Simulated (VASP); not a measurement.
## TiO2: single point with PBE

System: TiO2, a slab with vacuum.

```
CELL_PARAMETERS angstrom
3.79898 0.00000 0.00000
0.00001 3.79898 0.00000
0.00000 0.00000 30.39302
ATOMIC_POSITIONS crystal
O 0.99982 0.24960 0.24677
O 0.49985 0.74964 0.27455
O 0.49942 0.24964 0.32655
O 0.99946 0.74967 0.35433
O 0.49945 0.74924 0.40633
O 0.99949 0.24928 0.43411
O 0.99906 0.74927 0.48611
O 0.49909 0.24931 0.51389
O 0.99909 0.24888 0.56589
O 0.49913 0.74891 0.59367
O 0.49870 0.24891 0.64567
O 0.99873 0.74895 0.67345
O 0.49873 0.74851 0.72545
O 0.99876 0.24855 0.75323
Ti 0.49983 0.24962 0.26066
Ti 0.49944 0.74965 0.34044
Ti 0.99947 0.74926 0.42022
Ti 0.99908 0.24929 0.50000
Ti 0.49911 0.24890 0.57978
Ti 0.49871 0.74893 0.65956
Ti 0.99875 0.74853 0.73934
```

| Quantity | Value |
| --- | --- |
| Program | VASP 6.6.1 |
| Task | single point |
| Functional | PBE |
| Potentials or basis | VASP PAW PBE potentials, release 64 (O, Ti_sv) |
| Cutoff | 520 eV |
| k mesh | 7 × 7 × 1 |
| Occupations | gaussian, width 0.05 eV |
| Spin | no spin polarisation |
| Dipole correction | yes |
| Further INCAR settings | ALGO = Normal; EDIFF = 1e-06; NBANDS = 100; NELMDL = -8 |

The largest force is 1.352 eV/Å. The band gap on the k mesh is 1.57 eV (least direct gap 1.99 eV).

Forces in eV/Å, atoms in the order of the input:
```
O    0.000  0.001 -0.538
O   -0.001 -0.001 -0.156
O    0.002  0.000 -0.546
O    0.000  0.000  0.083
O    0.000  0.000 -0.012
O    0.000  0.000 -0.020
O    0.000  0.000  0.028
O    0.000  0.000 -0.028
O    0.000  0.000  0.020
O    0.000  0.000  0.012
O    0.000  0.000 -0.083
O    0.000 -0.002  0.546
O    0.001  0.001  0.156
O   -0.001  0.000  0.538
Ti  -0.002  0.000  1.352
Ti   0.000 -0.001 -0.219
Ti   0.000  0.000 -0.046
Ti   0.000  0.000  0.000
Ti   0.000  0.000  0.046
Ti   0.001  0.000  0.219
Ti   0.000  0.002 -1.352
```

Levels at points of the mesh, in eV from the valence-band top:
| k point | band 81 | band 82 | band 83 | band 84 | band 85 | band 86 | band 87 | band 88 |
| --- | --- | --- | --- | --- | --- | --- | --- | --- |
| (0.00, 0.00, 0.00) | -0.67 | -0.67 | -0.42 | -0.42 | 1.57 | 1.67 | 1.81 | 1.97 |

Run time: 52 min on 1 thread of Oxide Virtual Turin-like Processor (shared host), peak memory 0.69 GiB.
